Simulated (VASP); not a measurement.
# Cd (P6_3/mmc) in VASP: notebook, part 2 of 2

VASP 6.6.1. The steps go on from the part before.

## 3. Single point, PBE (strain +0.025 along x and y, -0.050 along z)

Contents of INCAR:

```
SYSTEM = Cd
PREC     = Accurate       ! precision mode
ENCUT    = 500            ! plane-wave cutoff, eV
EDIFF    = 1E-6           ! SCF threshold, eV
ISMEAR   = 0              ! smearing method
SIGMA    = 0.15           ! smearing width, eV
LREAL    = .False.        ! projectors in reciprocal space
LASPH    = .True.         ! aspherical terms in the spheres
NELM     = 120            ! most SCF steps
ALGO     = Normal         ! electronic algorithm
ISIF     = 2              ! what is computed and relaxed
LWAVE    = .False.        ! write WAVECAR
LCHARG   = .False.        ! write CHGCAR
GGA      = PE             ! functional
NBANDS   = 19             ! bands
GGA_COMPAT= .False.
```

Contents of KPOINTS:

```
Automatic mesh
0
Gamma
  18 18 8
  0 0 0
```

Contents of POSCAR:

```
Cd
1.0
    3.0533443208      0.0000000000      0.0000000000
   -1.5266721604      2.6442737483      0.0000000000
    0.0000000000      0.0000000000      5.3367675000
Cd
2
Direct
    0.3333333333      0.6666666667      0.2500000000
    0.6666666667      0.3333333333      0.7500000000
```

Potentials or basis: VASP PAW PBE potentials, release 64 (Cd).

The run is started by

```console
$ cat potpaw_PBE.64/Cd/POTCAR > POTCAR
$ mpirun -np 1 vasp_std > vasp.out
```

OUTCAR:

```text
SYSTEM = Cd
   PREC = Accurate
   ENCUT = 500
   EDIFF = 1E-6
   ISMEAR = 0
   LREAL = .False.
   LASPH = .True.
   NELM = 120
   ISIF = 2
   GGA = PE

 ion  position               nearest neighbor table
   1  0.333  0.667  0.250-   2 3.20   2 3.20   2 3.20   2 3.20   2 3.20   2 3.20
   2  0.667  0.333  0.750-   1 3.20   1 3.20   1 3.20   1 3.20   1 3.20   1 3.20

  LATTYP: Found a hexagonal cell.
 ALAT       =     3.0533443208
 C/A-ratio  =     1.7478433283

  Lattice vectors:

 A1 = (   3.0533443208,   0.0000000000,   0.0000000000)
 A2 = (  -1.5266721604,   2.6442737483,   0.0000000000)
 A3 = (   0.0000000000,   0.0000000000,   5.3367675000)

Analysis of symmetry for initial positions (statically):
=====================================================================
 Subroutine PRICEL returns:
 Original cell was already a primitive cell.

 Routine SETGRP: Setting up the symmetry group for a
 hexagonal supercell.

 Subroutine GETGRP returns: Found 24 space group operations
 (whereof 12 operations were pure point group operations)
 out of a pool of 24 trial point group operations.

The static configuration has the point symmetry D_3d.
[... 161 lines left out ...]

  energy without entropy =       -1.45850504  energy(sigma->0) =       -1.46206741

 E-fermi :   3.0525     XC(G=0): -11.0560

 val. band max:        3.0519933218   @ k =   0.3333   0.2222   0.1250
 cond. band min:       3.0578632680   @ k =   0.1111   0.1111   0.1250
 fundamental gap:      0.0058699462
 Fermi energy:         3.0524565460

 k-point     1 :       0.0000    0.0000    0.0000
  band No.  band energies     occupation
      1      -6.8084      2.00000
      2      -6.4182      2.00000
      3      -6.2225      2.00000
      4      -6.2225      2.00000
      5      -6.1493      2.00000
      6      -6.1493      2.00000
[... 505 lines left out ...]
      6      -5.9639      2.00000
[... 11 lines left out ...]
     18      13.9069      0.00000
     19      14.5349      0.00000

 [... further k-points ...]

------------------------ aborting loop because EDIFF is reached ----------------------------------------

  FORCE on cell =-STRESS in cart. coord.  units (eV):
  Direction    XX          YY          ZZ          XY          YZ          ZX
  --------------------------------------------------------------------------------------
  -------------------------------------------------------------------------------------
  Total        0.6267251      0.6267251      0.9639404      0.0000000     -0.0000000      0.0000000
  in kB       23.3038235     23.3038235     35.8426648      0.0000000     -0.0000000      0.0000000
  external PRESSURE =      27.4834372 kB  Pullay stress =       0.0000000 kB

 VOLUME and BASIS-vectors are now :
 -----------------------------------------------------------------------------
  energy-cutoff  :      500.00
  volume of cell :       43.09
      direct lattice vectors                 reciprocal lattice vectors
     3.053344321  0.000000000  0.000000000     0.327509738  0.189087836  0.000000000
    -1.526672160  2.644273748  0.000000000     0.000000000  0.378175671  0.000000000
     0.000000000  0.000000000  5.336767500     0.000000000  0.000000000  0.187379345

 POSITION                                       TOTAL-FORCE (eV/Angst)
 -----------------------------------------------------------------------------------
     -0.00000      1.76285      1.33419        -0.000000      0.000000      0.000000
      1.52667      0.88142      4.00258         0.000000     -0.000000      0.000000
 -----------------------------------------------------------------------------------
    total drift:                               -0.000000      0.000000      0.000000

  FREE ENERGIE OF THE ION-ELECTRON SYSTEM (eV)
  ---------------------------------------------------
  free  energy   TOTEN  =        -1.4656297754 eV

  energy  without entropy=       -1.4585050360  energy(sigma->0) =       -1.46206741
```

stdout:

```text
POSCAR found type information on POSCAR Cd
 POSCAR found :  1 types and       2 ions
 scaLAPACK will be used
 LDA part: xc-table for (Slater+PW92), standard interpolation
 POSCAR, INCAR and KPOINTS ok, starting setup
 FFT: planning ... GRIDC
 FFT: planning ... GRID_SOFT
 FFT: planning ... GRID
 WAVECAR not read
 entering main loop
```

It took 57 s on 1 thread of Intel Xeon Platinum 8488C (Sapphire Rapids), shared host; peak memory 0.24 GiB.

Results:

```
Free energy            : -1.4656 eV
Pressure               : 2.7 GPa
Band gap on the k mesh : zero (bands 12 and 13 overlap by 3.61 eV)
```

Levels at points of the mesh, in eV from the Fermi level:
```
           k point  band 9  band 10  band 11  band 12  band 13  band 14  band 15  band 16
(0.00, 0.00, 0.00)   -8.90    -8.53    -8.53    -2.82    -2.24    12.59    13.57    13.57
(0.50, 0.00, 0.00)   -8.38    -8.33    -2.64    -2.27     2.36     3.01     3.47     5.35
(0.00, 0.00, 0.50)   -8.67    -8.67    -7.34    -7.34     4.94     4.94    14.06    14.06
(0.50, 0.00, 0.50)   -8.35    -8.35    -1.71    -1.71    -0.20    -0.20     8.92     8.92
```

Caveat: the cell differs from its parent crystal (strain +0.025 along x and y, -0.050 along z).
